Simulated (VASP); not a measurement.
# BN (lda) (P6_3mc) in VASP: further runs

The runs below take BN (lda) through single point, relaxation of the atoms, with LDA.

Everything below comes from runs of VASP 6.6.1. Logs are shortened: lines on timing, memory, paths and dates and some standing lists are left out, and cuts for length are marked.

## (1) The cell of the first run

Symmetry: P6_3mc, No. 186, hexagonal system. The conventional cell has a = 2.521 Å, b = 2.521 Å, c = 4.237 Å, α = 90.00°, β = 90.00°, γ = 120.00°. Within 2.1 Å of B (site symmetry 3m) lie 4 N at 1.55 to 1.59 Å. N (site symmetry 3m) has 4 B at 1.55 to 1.59 Å within 2.1 Å.

## (2) Single point, LDA

Contents of INCAR:

```
PREC = Accurate
ENCUT = 600
EDIFF = 1E-6
ISMEAR = 0
SIGMA = 0.01
LREAL = F
LASPH = T
NELM = 120
ALGO = Normal
ISIF = 2
LWAVE = F
LCHARG = F
NBANDS = 16
GGA_COMPAT = F
```

Contents of KPOINTS:

```
Automatic mesh
0
Gamma
  9 9 6
```

Contents of POSCAR:

```
BN
1.0
    2.5206985218      0.0000000000      0.0000000000
   -1.2603492609      2.1829889551      0.0000000000
    0.0000000000      0.0000000000      4.2369422297
B N
2 2
Direct
    0.3333333333      0.6666666667     -0.0002237443
    0.6666666667      0.3333333333      0.4997762557
    0.3333333333      0.6666666667      0.3742237443
    0.6666666667      0.3333333333      0.8742237443
```

Potentials or basis: VASP PAW LDA potentials, release 64 (B, N).

Run with:

```console
> cat potpaw_LDA.64/B/POTCAR potpaw_LDA.64/N/POTCAR > POTCAR
> mpirun -np 1 vasp_std > vasp.out
```

OUTCAR:

```text
PREC = Accurate
   ENCUT = 600
   EDIFF = 1E-6
   ISMEAR = 0
   LREAL = F
   LASPH = T
   NELM = 120
   ISIF = 2

 ion  position               nearest neighbor table
   1  0.333  0.667  1.000-   4 1.55   4 1.55   4 1.55   3 1.59
   2  0.667  0.333  0.500-   3 1.55   3 1.55   3 1.55   4 1.59
   3  0.333  0.667  0.374-   2 1.55   2 1.55   2 1.55   1 1.59
   4  0.667  0.333  0.874-   1 1.55   1 1.55   1 1.55   2 1.59

  LATTYP: Found a hexagonal cell.
 ALAT       =     2.5206985218
 C/A-ratio  =     1.6808603619

  Lattice vectors:

 A1 = (   2.5206985218,   0.0000000000,   0.0000000000)
 A2 = (  -1.2603492609,   2.1829889551,   0.0000000000)
 A3 = (   0.0000000000,   0.0000000000,   4.2369422297)

Analysis of symmetry for initial positions (statically):
=====================================================================
 Subroutine PRICEL returns:
 Original cell was already a primitive cell.

 Routine SETGRP: Setting up the symmetry group for a
 hexagonal supercell.

 Subroutine GETGRP returns: Found 12 space group operations
 (whereof  6 operations were pure point group operations)
 out of a pool of 24 trial point group operations.

The static configuration has the point symmetry C_3v.
 The point group associated with its full space group is C_6v.

Analysis of symmetry for dynamics (positions and initial velocities):
=====================================================================
 Subroutine PRICEL returns:
 Original cell was already a primitive cell.

 Routine SETGRP: Setting up the symmetry group for a
 hexagonal supercell.

 Subroutine GETGRP returns: Found 12 space group operations
 (whereof  6 operations were pure point group operations)
 out of a pool of 24 trial point group operations.

The dynamic configuration has the point symmetry C_3v.
 The point group associated with its full space group is C_6v.

 Subroutine INISYM returns: Found 12 space group operations
 (whereof  6 operations are pure point group operations),
 and found     1 'primitive' translations

----------------------------------------------------------------------------------------

                                     Primitive cell

  volume of cell :      23.3144

  direct lattice vectors                    reciprocal lattice vectors
     2.520698522  0.000000000  0.000000000     0.396715431  0.229043761  0.000000000
    -1.260349261  2.182988955  0.000000000     0.000000000  0.458087522  0.000000000
     0.000000000  0.000000000  4.236942230     0.000000000  0.000000000  0.236019267

  length of vectors
     2.520698522  2.520698522  4.236942230     0.458087522  0.458087522  0.236019267

  position of ions in fractional coordinates (direct lattice)
     0.333333333  0.666666667  0.999776256
     0.666666667  0.333333333  0.499776256
     0.333333333  0.666666667  0.374223744
     0.666666667  0.333333333  0.874223744

  ion indices of the primitive-cell ions
   primitive index   ion index
                 1           1
                 2           2
                 3           3
                 4           4

----------------------------------------------------------------------------------------

 KPOINTS: Automatic mesh

Automatic generation of k-mesh.
 Grid dimensions read from file:
 generate k-points for:    9    9    6

 Generating k-lattice:

  Cartesian coordinates                     Fractional coordinates (reciprocal lattice)
     0.044079492  0.025449307  0.000000000     0.111111111 -0.000000000  0.000000000
     0.000000000  0.050898614  0.000000000     0.000000000  0.111111111  0.000000000
     0.000000000  0.000000000  0.039336545     0.000000000  0.000000000  0.166666667

  Length of vectors
     0.050898614  0.050898614  0.039336545

  Shift w.r.t. Gamma in fractional coordinates (k-lattice)
     0.000000000  0.000000000  0.000000000

 Subroutine IBZKPT returns following result:
 ===========================================

 Found     48 irreducible k-points:

 Following reciprocal coordinates:
            Coordinates               Weight
  0.000000  0.000000  0.000000      1.000000
  0.111111 -0.000000  0.000000      6.000000
  0.222222 -0.000000  0.000000      6.000000
  0.333333 -0.000000  0.000000      6.000000
  0.444444 -0.000000  0.000000      6.000000
  0.111111  0.111111  0.000000      6.000000
[... 16 lines left out ...]
  0.333333  0.222222  0.166667     24.000000
  0.333333  0.333333  0.166667      4.000000
 [... further k-points ...]
   k-points           NKPTS =     48   k-points in BZ     NKDIM =     48   number of bands    NBANDS=     16
   number of dos      NEDOS =    301   number of ions     NIONS =      4
   total plane-waves  NPLWV =  14400
   dimension x,y,z NGX =    20 NGY =   20 NGZ =   36
   dimension x,y,z NGXF=    40 NGYF=   40 NGZF=   72
   ions per type =               2   2
   NGX,Y,Z   is equivalent  to a cutoff of  13.19, 13.19, 14.13 a.u.
   NGXF,Y,Z  is equivalent  to a cutoff of  26.38, 26.38, 28.25 a.u.
 SYSTEM =  unknown system
   PREC   = accura    normal or accurate (medium, high low for compatibility)
   ISTART =      0    job   : 0-new  1-cont  2-samecut
   ICHARG =      2    charge: 1-file 2-atom 10-const
   ISPIN  =      1    spin polarized calculation?
   LNONCOLLINEAR =      F non collinear calculations
   LSORBIT =      F    spin-orbit coupling
   LASPH  =      T    aspherical Exc in radial PAW
   ENCUT  =  600.0 eV  44.10 Ry    6.64 a.u.   5.03  5.03  8.46*2*pi/ulx,y,z
   NELM   =    120;   NELMIN=  2; NELMDL= -5     # of ELM steps
   EDIFF  = 0.1E-05   stopping-criterion for ELM
   LREAL  =      F    real-space projection
   EDIFFG = 0.1E-04   stopping-criterion for IOM
   NSW    =      0    number of steps for IOM
   IBRION =     -1    ionic relax: 0-MD 1-quasi-New 2-CG
   NFREE  =      0    steps in history (QN), initial steepest desc. (CG)
   ISIF   =      2    stress and relaxation
   ISYM   =      2    0-nonsym 1-usesym 2-fastsym
   POTIM  = 0.5000    time-step for ionic-motion
   TEBEG  =    0.0;   TEEND  =   0.0 temperature during run
   PSTRESS=    0.0 pullay stress
   NELECT =      16.0000    total number of electrons
   NUPDOWN=      -1.0000    fix difference up-down
   EMIN   =  10.00;   EMAX   =-10.00  energy-range for DOS
   EFERMI =   0.00;   METHOD = LEGACY
   ISMEAR =     0;   SIGMA  =   0.01  broadening in eV -4-tet -1-fermi 0-gaus
   EFERMI_NEDOS =   21; number of points for ismear=-14 and -15
   IALGO  =     38    algorithm
   IMIX   =      4    mixing-type and parameters
     AMIX     =   0.40;   BMIX     =  1.00
     AMIX_MAG =   1.60;   BMIX_MAG =  1.00
  volume/ion in A,a.u.               =       5.83        39.33
  Fermi-wavevector in a.u.,A,eV,Ry     =   1.444020  2.728802 28.370778  2.085193
  Thomas-Fermi vector in A             =   2.562362
   LORBIT       =      0    0 simple, 1 ext, 2 COOP (PROOUT), +10 PAW based schemes
   GGA     = CA    functional components
   LHFCALC =     F    Hartree Fock is set to
   AEXX    =    0.0000 exact exchange contribution
   IVDW    =     0    specifies the selected vdW correction
   LEPSILON=     F    determine dielectric tensor
   LRPA    =     F    only Hartree local field effects (RPA)
 non-spin polarized calculation
 Gauss-broadening in eV      SIGMA  =   0.01
  energy-cutoff  :      600.00
  volume of cell :       23.31
 maximum number of plane-waves:       801
   NGX = 11   NGY = 11   NGZ = 17

 number of electron      16.0000001 magnetization

 Free energy of the ion-electron system (eV)
  ---------------------------------------------------
  ext. energy  EPLUGINS =         0.00000000
  ---------------------------------------------------
  free energy    TOTEN  =       -38.74587354 eV

  energy without entropy =      -38.74587354  energy(sigma->0) =      -38.74587354

 E-fermi :   7.8744     XC(G=0): -13.1612

 val. band max:        7.7340150193   @ k =   0.0000   0.0000   0.0000
 cond. band min:      12.6062216309   @ k =   0.3333   0.3333   0.0000
 fundamental gap:      4.8722066116
 Fermi energy:         7.8743778838

 k-point     1 :       0.0000    0.0000    0.0000
  band No.  band energies     occupation
      1     -12.6852      2.00000
      2      -8.5490      2.00000
      3      -3.3946      2.00000
      4       5.6900      2.00000
      5       5.6900      2.00000
      6       7.3836      2.00000
[... 8 lines left out ...]
     15      19.6084      0.00000
     16      23.6662      0.00000

 k-point     2 :       0.1111   -0.0000    0.0000
  band No.  band energies     occupation
      1     -12.4098      2.00000
      2      -8.3333      2.00000
      3      -3.1218      2.00000
      4       4.5032      2.00000
      5       5.1958      2.00000
      6       6.7502      2.00000
[... 8 lines left out ...]
     15      20.3815      0.00000
     16      23.2717      0.00000

 k-point     3 :       0.2222   -0.0000    0.0000
  band No.  band energies     occupation
      1     -11.5989      2.00000
      2      -7.7392      2.00000
      3      -2.3232      2.00000
      4       1.9557      2.00000
      5       4.1959      2.00000
      6       4.5420      2.00000
[... 8 lines left out ...]
     15      22.1987      0.00000
     16      22.8664      0.00000

 k-point     4 :       0.3333   -0.0000    0.0000
  band No.  band energies     occupation
      1     -10.3164      2.00000
      2      -7.0254      2.00000
      3      -1.1191      2.00000
      4      -0.5187      2.00000
      5       2.1131      2.00000
      6       3.3041      2.00000
[... 8 lines left out ...]
     15      23.4406      0.00000
     16      24.1337      0.00000
[... 324 lines left out ...]
 k-point    22 :       0.2222    0.2222    0.1667
  band No.  band energies     occupation
      1      -9.4522      2.00000
      2      -6.9922      2.00000
      3      -0.7843      2.00000
      4       0.2256      2.00000
      5       0.8975      2.00000
      6       2.1910      2.00000
[... 8 lines left out ...]
     15      22.8983      0.00000
     16      24.0594      0.00000

 k-point    23 :       0.3333    0.2222    0.1667
  band No.  band energies     occupation
      1      -8.0839      2.00000
      2      -6.8136      2.00000
      3      -1.5162      2.00000
      4      -0.3820      2.00000
      5       0.6577      2.00000
      6       1.9441      2.00000
[... 8 lines left out ...]
     15      23.6697      0.00000
     16      24.2378      0.00000

 k-point    24 :       0.3333    0.3333    0.1667
  band No.  band energies     occupation
      1      -7.1344      2.00000
      2      -7.1344      2.00000
      3      -1.5403      2.00000
      4      -0.1240      2.00000
      5      -0.1240      2.00000
      6       1.6258      2.00000
[... 8 lines left out ...]
     15      23.8162      0.00000
     16      23.8162      0.00000

 [... further k-points ...]
[... 5 lines left out ...]
  --------------------------------------------------------------------------------------
  -------------------------------------------------------------------------------------
  Total        0.1373020      0.1373020     -2.1307361      0.0000000      0.0000000      0.0000000
  in kB        9.4354471      9.4354471   -146.4250084      0.0000000      0.0000000      0.0000000
  external PRESSURE =     -42.5180381 kB  Pullay stress =       0.0000000 kB

 VOLUME and BASIS-vectors are now :
 -----------------------------------------------------------------------------
  energy-cutoff  :      600.00
  volume of cell :       23.31
      direct lattice vectors                 reciprocal lattice vectors
     2.520698522  0.000000000  0.000000000     0.396715431  0.229043761  0.000000000
    -1.260349261  2.182988955  0.000000000     0.000000000  0.458087522  0.000000000
     0.000000000  0.000000000  4.236942230     0.000000000  0.000000000  0.236019267

 POSITION                                       TOTAL-FORCE (eV/Angst)
 -----------------------------------------------------------------------------------
     -0.00000      1.45533      4.23599        -0.000000      0.000000      0.009320
      1.26035      0.72766      2.11752         0.000000     -0.000000      0.009320
     -0.00000      1.45533      1.58556        -0.000000      0.000000     -0.009320
      1.26035      0.72766      3.70404         0.000000     -0.000000     -0.009320
 -----------------------------------------------------------------------------------
    total drift:                               -0.000000      0.000000     -0.000793

  FREE ENERGIE OF THE ION-ELECTRON SYSTEM (eV)
  ---------------------------------------------------
  free  energy   TOTEN  =       -38.7458735365 eV

  energy  without entropy=      -38.7458735365  energy(sigma->0) =      -38.74587354
```

It took 11 s on 1 thread of Intel Xeon 6975P-C, shared host; peak memory 0.13 GiB.

Results:

* Free energy: -38.7459 eV
* Pressure: -4.3 GPa
* Largest force: 0.009 eV/Å
* Band gap on the k mesh: 4.87 eV, indirect (least direct gap 8.05 eV)

Forces in eV/Å, atoms in the order of the input:
```
B    0.000  0.000  0.009
B    0.000  0.000  0.009
N    0.000  0.000 -0.009
N    0.000  0.000 -0.009
```

Stress tensor (GPa, compression positive):
```
  0.94   0.00   0.00
  0.00   0.94   0.00
  0.00   0.00 -14.64
```

Levels at points of the mesh, in eV from the valence-band top:
```
           k point  band 6  band 7  band 8  band 9  band 10  band 11
(0.00, 0.00, 0.00)   -0.35    0.00    0.00    8.05     8.44     8.44
(0.00, 0.00, 0.50)   -1.13   -1.13   -1.13    9.77     9.77     9.96
```

## (3) Single point, LDA (strained cell)

Contents of INCAR:

```
SYSTEM = BN
PREC     = Accurate       ! precision mode
ENCUT    = 600            ! plane-wave cutoff, eV
EDIFF    = 1E-6           ! SCF threshold, eV
ISMEAR   = 0              ! smearing method
SIGMA    = 0.02           ! smearing width, eV
LREAL    = .FALSE.        ! projectors in reciprocal space
LASPH    = .TRUE.         ! aspherical terms in the spheres
NELM     = 120            ! most SCF steps
ALGO     = Normal         ! electronic algorithm
ISIF     = 2              ! what is computed and relaxed
LWAVE    = .FALSE.        ! write WAVECAR
LCHARG   = .TRUE.         ! write CHGCAR
LELF     = .TRUE.         ! ELF
LVHAR    = .TRUE.       
NBANDS   = 16             ! bands
GGA_COMPAT= .FALSE.
```

Contents of KPOINTS:

```
Automatic mesh
0
G
  9 9 6
  0 0 0
```

Contents of POSCAR:

```
BN
1.0
    2.5697538486      0.0000000000      0.0000000000
   -1.2848769243      2.2254721144      0.0000000000
    0.0000000000      0.0000000000      4.2369422297
B N
2 2
Direct
    0.3333333333      0.6666666667     -0.0004003599
    0.6666666667      0.3333333333      0.4995996401
    0.3333333333      0.6666666667      0.3744003599
    0.6666666667      0.3333333333      0.8744003599
```

Potentials or basis: VASP PAW LDA potentials, release 64 (B, N).

Run with:

```console
> cat potpaw_LDA.64/B/POTCAR potpaw_LDA.64/N/POTCAR > POTCAR
> mpirun -np 1 vasp_std > vasp.out
```

Wall time 14 s (1 thread of Intel Xeon 6975P-C, shared host); peak memory 0.14 GiB.

It converged, with:

```
Free energy            : -38.6941 eV
Pressure               : -18.2 GPa
Band gap on the k mesh : 5.02 eV, indirect (least direct gap 8.02 eV)
```

Forces on the atoms (eV/Å):
```
B    0.000  0.000  0.002
B    0.000  0.000  0.002
N    0.000  0.000 -0.002
N    0.000  0.000 -0.002
```

Stress tensor (GPa, compression positive):
```
-19.17   0.00   0.00
  0.00 -19.17   0.00
  0.00   0.00 -16.23
```

Levels at points of the mesh, in eV from the valence-band top:
```csv
k point,band 5,band 6,band 7,band 8,band 9,band 10,band 11,band 12
"(0.00, 0.00, 0.00)",-2.10,-0.24,0.00,0.00,8.11,8.11,8.45,9.24
"(0.00, 0.00, 0.50)",-1.16,-1.16,-1.16,-1.16,9.19,9.19,9.65,9.65
```

Caveat: the cell differs from its parent crystal (strained cell).

(Part 1 of 2 ends here.)
